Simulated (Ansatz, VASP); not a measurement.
In2O3: VASP beside Ansatz

```xyz
10
Lattice="2.7876 1.6094 4.9196 -2.7876 1.6094 4.9196 0.0000 -3.2189 4.9196" Properties=species:S:1:pos:R:3 pbc="T T T"
In    0.0000    0.0000    5.2718
In    0.0000    0.0000    2.1077
In    0.0000    0.0000    9.4871
In    0.0000    0.0000   12.6513
O    -1.1339    1.6094    8.6094
O    -0.8268   -1.7867    8.6094
O     1.9608    0.1773    8.6094
O     1.1339   -1.6094    6.1496
O     0.8268    1.7867    6.1496
O    -1.9608   -0.1773    6.1496
```

Alike in both runs: functional PBE; k mesh 6 × 6 × 6; occupations gaussian, width 0.02 eV; no spin polarisation.

Ansatz relaxed the structure, and its values are those at the end. VASP's run is a single point on that final structure, the one shown.

|  | VASP | Ansatz |
| --- | --- | --- |
| version | VASP 6.6.1 | Ansatz 0.2.0 |
| potentials or method | VASP PAW PBE potentials, release 64 (In_d, O), cutoff 520 eV | scalar-relativistic, plane waves, PAW |
| valence electrons in the cell | 88 | 88 |

```csv
,VASP,Ansatz,Ansatz less VASP
gap on the k mesh at the Fermi level (eV),0.96,0.97,+0.007
least direct gap on the mesh (eV),1.04,1.04,+0.007
pressure (GPa),0.4,0.0,-0.40
rms of the force components (eV/Å),0.008,0.002,-0.0064
```
